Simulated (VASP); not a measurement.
# Au (Pm-3m) in VASP: further runs

The runs below take Au through relaxation of cell and atoms, single point, with LDA.

Program: VASP 6.6.1. These are calculated values, not measurements. Logs are shortened: lines on timing, memory, paths and dates and some standing lists are left out, and cuts for length are marked.

**1. The cell of the first run**

Symmetry: Pm-3m, No. 221, cubic system. Conventional cell: a = 2.650 Å, b = 2.650 Å, c = 2.650 Å, α = 90.00°, β = 90.00°, γ = 90.00°. Within 3.5 Å of Au (site symmetry m-3m) lie 6 Au at 2.65 Å.

**2. Relaxation of cell and atoms, LDA, target pressure 45 GPa, at which the enthalpy is minimised**

Input file INCAR:

```
PREC = Accurate
ENCUT = 600
EDIFF = 1E-6
ISMEAR = -1
SIGMA = 0.05
LREAL = False
LASPH = True
NELM = 60
ALGO = Normal
ISIF = 3
LWAVE = False
LCHARG = False
IBRION = 2
NSW = 60
EDIFFG = -0.03
PSTRESS = 450.0
```

Input file KPOINTS:

```
Automatic mesh
0
Gamma
  17 17 17
```

Input file POSCAR:

```
Au
1.0
    2.6500000000      0.0000000000      0.0000000000
    0.0000000000      2.6500000000      0.0000000000
    0.0000000000      0.0000000000      2.6500000000
Au
1
Direct
    0.0000000000      0.0000000000      0.0000000000
```

Potentials or basis: VASP PAW LDA potentials, release 64 (Au).

Started as:

```
$ cat potpaw_LDA.64/Au/POTCAR > POTCAR
$ mpirun -np 1 vasp_std > vasp.out
```

OUTCAR:

```text
PREC = Accurate
   ENCUT = 600
   EDIFF = 1E-6
   ISMEAR = -1
   LREAL = False
   LASPH = True
   NELM = 60
   ISIF = 3
   IBRION = 2
   NSW = 60
   EDIFFG = -0.03
   PSTRESS = 450.0

 ion  position               nearest neighbor table
   1  0.000  0.000  0.000-

  LATTYP: Found a simple cubic cell.
 ALAT       =     2.6500000000

  Lattice vectors:

 A1 = (   2.6500000000,   0.0000000000,   0.0000000000)
 A2 = (   0.0000000000,   2.6500000000,   0.0000000000)
 A3 = (   0.0000000000,   0.0000000000,   2.6500000000)

Analysis of symmetry for initial positions (statically):
=====================================================================
 Subroutine PRICEL returns:
 Original cell was already a primitive cell.

 Routine SETGRP: Setting up the symmetry group for a
 simple cubic supercell.

 Subroutine GETGRP returns: Found 48 space group operations
[... 9 lines left out ...]

 Routine SETGRP: Setting up the symmetry group for a
 simple cubic supercell.

 Subroutine GETGRP returns: Found 48 space group operations
[... 11 lines left out ...]
                                     Primitive cell

  volume of cell :      18.6096

  direct lattice vectors                    reciprocal lattice vectors
     2.650000000  0.000000000  0.000000000     0.377358491  0.000000000  0.000000000
     0.000000000  2.650000000  0.000000000     0.000000000  0.377358491  0.000000000
     0.000000000  0.000000000  2.650000000     0.000000000  0.000000000  0.377358491

  length of vectors
     2.650000000  2.650000000  2.650000000     0.377358491  0.377358491  0.377358491

  position of ions in fractional coordinates (direct lattice)
     0.000000000  0.000000000  0.000000000

  ion indices of the primitive-cell ions
   primitive index   ion index
                 1           1

----------------------------------------------------------------------------------------

 KPOINTS: Automatic mesh

Automatic generation of k-mesh.
 Grid dimensions read from file:
 generate k-points for:   17   17   17

 Generating k-lattice:

  Cartesian coordinates                     Fractional coordinates (reciprocal lattice)
     0.022197558  0.000000000  0.000000000     0.058823529  0.000000000  0.000000000
     0.000000000  0.022197558  0.000000000     0.000000000  0.058823529  0.000000000
     0.000000000  0.000000000  0.022197558     0.000000000  0.000000000  0.058823529

  Length of vectors
     0.022197558  0.022197558  0.022197558

  Shift w.r.t. Gamma in fractional coordinates (k-lattice)
     0.000000000  0.000000000  0.000000000

 Subroutine IBZKPT returns following result:
 ===========================================

 Found    165 irreducible k-points:

 Following reciprocal coordinates:
            Coordinates               Weight
  0.000000  0.000000  0.000000      1.000000
  0.058824  0.000000  0.000000      6.000000
  0.117647  0.000000  0.000000      6.000000
  0.176471  0.000000  0.000000      6.000000
  0.235294  0.000000  0.000000      6.000000
  0.294118  0.000000  0.000000      6.000000
[... 16 lines left out ...]
  0.411765  0.117647  0.000000     24.000000
  0.470588  0.117647  0.000000     24.000000
 [... further k-points ...]
   k-points           NKPTS =    165   k-points in BZ     NKDIM =    165   number of bands    NBANDS=      9
   number of dos      NEDOS =    301   number of ions     NIONS =      1
   total plane-waves  NPLWV =  13824
   dimension x,y,z NGX =    24 NGY =   24 NGZ =   24
   dimension x,y,z NGXF=    48 NGYF=   48 NGZF=   48
   ions per type =               1
   NGX,Y,Z   is equivalent  to a cutoff of  15.06, 15.06, 15.06 a.u.
   NGXF,Y,Z  is equivalent  to a cutoff of  30.11, 30.11, 30.11 a.u.
 SYSTEM =  unknown system
   PREC   = accura    normal or accurate (medium, high low for compatibility)
   ISTART =      0    job   : 0-new  1-cont  2-samecut
   ICHARG =      2    charge: 1-file 2-atom 10-const
   ISPIN  =      1    spin polarized calculation?
   LNONCOLLINEAR =      F non collinear calculations
   LSORBIT =      F    spin-orbit coupling
   LASPH  =      T    aspherical Exc in radial PAW
   ENCUT  =  600.0 eV  44.10 Ry    6.64 a.u.   5.29  5.29  5.29*2*pi/ulx,y,z
   NELM   =     60;   NELMIN=  2; NELMDL= -5     # of ELM steps
   EDIFF  = 0.1E-05   stopping-criterion for ELM
   LREAL  =      F    real-space projection
   EDIFFG = -.3E-01   stopping-criterion for IOM
   NSW    =     60    number of steps for IOM
   IBRION =      2    ionic relax: 0-MD 1-quasi-New 2-CG
   NFREE  =      1    steps in history (QN), initial steepest desc. (CG)
   ISIF   =      3    stress and relaxation
   ISYM   =      2    0-nonsym 1-usesym 2-fastsym
   POTIM  = 0.5000    time-step for ionic-motion
   TEBEG  =    0.0;   TEEND  =   0.0 temperature during run
   PSTRESS=  450.0 pullay stress
   NELECT =      11.0000    total number of electrons
   NUPDOWN=      -1.0000    fix difference up-down
   EMIN   =  10.00;   EMAX   =-10.00  energy-range for DOS
   EFERMI =   0.00;   METHOD = LEGACY
   ISMEAR =    -1;   SIGMA  =   0.05  broadening in eV -4-tet -1-fermi 0-gaus
   EFERMI_NEDOS =   21; number of points for ismear=-14 and -15
   IALGO  =     38    algorithm
   IMIX   =      4    mixing-type and parameters
     AMIX     =   0.40;   BMIX     =  1.00
     AMIX_MAG =   1.60;   BMIX_MAG =  1.00
  volume/ion in A,a.u.               =      18.61       125.58
  Fermi-wavevector in a.u.,A,eV,Ry     =   1.373915  2.596323 25.682933  1.887642
  Thomas-Fermi vector in A             =   2.499389
   LORBIT       =      0    0 simple, 1 ext, 2 COOP (PROOUT), +10 PAW based schemes
   GGA     = CA    functional components
   LHFCALC =     F    Hartree Fock is set to
   AEXX    =    0.0000 exact exchange contribution
   IVDW    =     0    specifies the selected vdW correction
   LEPSILON=     F    determine dielectric tensor
   LRPA    =     F    only Hartree local field effects (RPA)
 conjugate gradient relaxation of ions
 non-spin polarized calculation
  energy-cutoff  :      600.00
  volume of cell :       18.61
 maximum number of plane-waves:       638
 NGX is ok and might be reduce to    24
   NGX = 11   NGY = 11   NGZ = 11

--------------------------------------- Ionic step        1  -------------------------------------------

 number of electron      10.9999999 magnetization

 Free energy of the ion-electron system (eV)
  ---------------------------------------------------
  ext. energy  EPLUGINS =         0.00000000
  ---------------------------------------------------
  free energy    TOTEN  =        -4.16149446 eV

  energy without entropy =       -4.15732204  energy(sigma->0) =       -4.15940825

------------------------ aborting loop because EDIFF is reached ----------------------------------------

  FORCE on cell =-STRESS in cart. coord.  units (eV):
  Direction    XX          YY          ZZ          XY          YZ          ZX
  --------------------------------------------------------------------------------------
  -------------------------------------------------------------------------------------
  Total        0.4391745      0.4391745      0.4391745     -0.0000000     -0.0000000      0.0000000
  in kB       37.8102946     37.8102946     37.8102946     -0.0000000     -0.0000000      0.0000000
  external PRESSURE =    -412.1897054 kB  Pullay stress =     450.0000000 kB
[... 90 lines left out ...]
  FREE ENERGIE OF THE ION-ELECTRON SYSTEM (eV)
  ---------------------------------------------------
  free  energy   TOTEN  =        -3.9602440265 eV

  energy  without entropy=       -3.9564534976  energy(sigma->0) =       -3.95834876

  enthalpy is  TOTEN    =         0.6839537057 eV   P V=        4.6441977322

 E-fermi :   9.8548     XC(G=0): -13.1296

 val. band max:        9.8393202660   @ k =   0.4706   0.4706   0.0000
 cond. band min:       9.8564763574   @ k =   0.4706   0.4706   0.0588
 fundamental gap:      0.0171560914
 Fermi energy:         9.8548346815

 k-point     1 :       0.0000    0.0000    0.0000
  band No.  band energies     occupation
      1      -0.2749      2.00000
      2       2.1345      2.00000
      3       2.1345      2.00000
      4       8.4021      2.00000
      5       8.4021      2.00000
      6       8.4021      2.00000
      7      24.8894      0.00000
      8      24.8894      0.00000
      9      24.8894      0.00000
[... 265 lines left out ...]
 k-point    24 :       0.4706    0.1176    0.0000
  band No.  band energies     occupation
      1       2.5484      2.00000
      2       3.1928      2.00000
      3       5.0907      2.00000
      4       6.2309      2.00000
      5       8.3087      2.00000
      6       9.1764      2.00000
      7      13.3050      0.00000
      8      26.3989      0.00000
      9      28.4944      0.00000

 [... further k-points ...]

[... ionic steps 4 to 12 ...]

--------------------------------------- Ionic step       13  -------------------------------------------

 number of electron      11.0000000 magnetization

------------------------ aborting loop because EDIFF is reached ----------------------------------------

  FORCE on cell =-STRESS in cart. coord.  units (eV):
  Direction    XX          YY          ZZ          XY          YZ          ZX
  --------------------------------------------------------------------------------------
  -------------------------------------------------------------------------------------
  Total        4.4083583      4.4083583      4.4083583      0.0000000     -0.0000000      0.0000000
  in kB      445.2023013    445.2023013    445.2023013      0.0000000     -0.0000000      0.0000000
  external PRESSURE =      -4.7976987 kB  Pullay stress =     450.0000000 kB
[... 59 lines left out ...]
  enthalpy is  TOTEN    =         0.6518241195 eV   P V=        4.4545166316

--------------------------------------- Ionic step       15  -------------------------------------------

 number of electron      11.0000000 magnetization

 Free energy of the ion-electron system (eV)
  ---------------------------------------------------
  ext. energy  EPLUGINS =         0.00000000
  ---------------------------------------------------
  free energy    TOTEN  =        -3.80001242 eV

  energy without entropy =       -3.79652678  energy(sigma->0) =       -3.79826960

 E-fermi :  10.3202     XC(G=0): -13.2764

 val. band max:       10.3137489828   @ k =   0.4118   0.1765   0.1765
 cond. band min:      10.3470328135   @ k =   0.4706   0.4706   0.0000
 fundamental gap:      0.0332838307
 Fermi energy:        10.3202183804

 k-point     1 :       0.0000    0.0000    0.0000
  band No.  band energies     occupation
      1      -0.0894      2.00000
      2       2.3346      2.00000
      3       2.3346      2.00000
      4       8.8549      2.00000
      5       8.8549      2.00000
      6       8.8549      2.00000
      7      25.4678      0.00000
      8      25.4678      0.00000
      9      25.4678      0.00000
[... 265 lines left out ...]
 k-point    24 :       0.4706    0.1176    0.0000
  band No.  band energies     occupation
      1       2.7858      2.00000
      2       3.4407      2.00000
      3       5.3827      2.00000
      4       6.5836      2.00000
      5       8.7568      2.00000
      6       9.5494      2.00000
      7      13.8992      0.00000
      8      26.8715      0.00000
      9      29.1240      0.00000

 [... further k-points ...]
[... 5 lines left out ...]
  --------------------------------------------------------------------------------------
  -------------------------------------------------------------------------------------
  Total        4.4363499      4.4363499      4.4363499      0.0000000     -0.0000000      0.0000000
  in kB      448.4361348    448.4361348    448.4361348      0.0000000     -0.0000000      0.0000000
  external PRESSURE =      -1.5638652 kB  Pullay stress =     450.0000000 kB
[... 16 lines left out ...]
  FREE ENERGIE OF THE ION-ELECTRON SYSTEM (eV)
  ---------------------------------------------------
  free  energy   TOTEN  =        -3.8000124202 eV

  energy  without entropy=       -3.7965267758  energy(sigma->0) =       -3.79826960

  enthalpy is  TOTEN    =         0.6518087404 eV   P V=        4.4518211606

 reached required accuracy - stopping structural energy minimisation
```

Run time: 46 s. Hardware: 1 thread of Intel Xeon 6975P-C (Granite Rapids), shared host; peak memory 0.18 GiB.

Results:

```yaml
Free_energy: -3.8000 eV
Relaxed_volume: 15.85 Å³/atom
Relaxed_cell: a = 2.512 Å, b = 2.512 Å, c = 2.512 Å, α = 90.00°, β = 90.00°, γ = 90.00°
Space_group_after_relaxing_to_0.05_Å: Pm-3m (No. 221)
Energy_change_on_relaxing_the_enthalpy_is_what_falls: +361.5 meV/atom
Ionic_steps: 15
Pressure_after_relaxing: 44.8 GPa
```

Step by step:
| step | energy change (eV) | largest force (eV/Å) | pressure (GPa) | volume (Å³) |
| --- | --- | --- | --- | --- |
| 1 | 0.0000 | 0.0000 | 3.78 | 18.61 |
| 2 | 14.9085 | 0.0000 | 993.58 | 8.46 |
| 3 | 0.2013 | 0.0000 | 30.65 | 16.54 |
| 4 | 0.2602 | 0.0000 | 36.13 | 16.25 |
| 5 | 0.3680 | 0.0000 | 45.40 | 15.83 |
| 6 | 0.3532 | 0.0000 | 44.18 | 15.88 |
| 7 | 0.3540 | 0.0000 | 44.23 | 15.88 |
| 8 | 0.3562 | 0.0000 | 44.40 | 15.87 |
| 9 | 0.3562 | 0.0000 | 44.41 | 15.87 |
| 10 | 0.3563 | 0.0000 | 44.41 | 15.87 |
| 11 | 0.3565 | 0.0000 | 44.42 | 15.87 |
| 12 | 0.3568 | 0.0000 | 44.43 | 15.87 |
| 13 | 0.3575 | 0.0000 | 44.52 | 15.86 |
| 14 | 0.3588 | 0.0000 | 44.63 | 15.86 |
| 15 | 0.3615 | 0.0000 | 44.84 | 15.85 |

Final structure:
```
Au
1.0
     2.51196    0.00000    0.00000
     0.00000    2.51196    0.00000
     0.00000    0.00000    2.51196
Au
1
Direct
  0.00000 0.00000 0.00000
```

Caveat: the cell is relaxed towards a set pressure, so the enthalpy falls and the energy may rise; spin-orbit coupling is left out, which moves the levels of the heavy elements.

**3. Single point, LDA**

This run uses another cell than the first one, of 19.00 Å³/atom, 1.021 times its volume.

Input file INCAR:

```
PREC = Accurate ; ENCUT = 500
EDIFF = 1E-6 ; ISMEAR = -1
SIGMA = 0.05 ; LREAL = False
LASPH = True ; NELM = 120
ALGO = Normal ; ISIF = 2
LWAVE = False ; LCHARG = False
GGA = CA ; NBANDS = 16
GGA_COMPAT = False
```

Input file KPOINTS:

```
regular mesh
0
Gamma
  17 17 17
```

Input file POSCAR:

```
Au
1.0
    2.6683687980      0.0000000000      0.0000000000
    0.0000000000      2.6683687980      0.0000000000
    0.0000000000      0.0000000000      2.6683687980
Au
1
Direct
    0.0000000000      0.0000000000      0.0000000000
```

Potentials or basis: VASP PAW LDA potentials, release 64 (Au_sv_GW).

Started as:

```
$ cat potpaw_LDA.64/Au_sv_GW/POTCAR > POTCAR
$ mpirun -np 1 vasp_std > vasp.out
```

It used 24 s of CPU time on 1 thread of AMD EPYC 7R13 Processor (Zen 3), with other jobs on the host.

It converged, with:

```yaml
Free_energy: -3.5088 eV
Pressure: -0.8 GPa
```

Levels at points of the mesh, in eV from the Fermi level:
```
           k point  band 7  band 8  band 9  band 10  band 11  band 12  band 13  band 14
(0.00, 0.00, 0.00)   -6.21   -1.34   -1.34    -1.34    14.34    14.34    14.34    19.69
```

Caveat: spin-orbit coupling is left out, which moves the levels of the heavy elements.
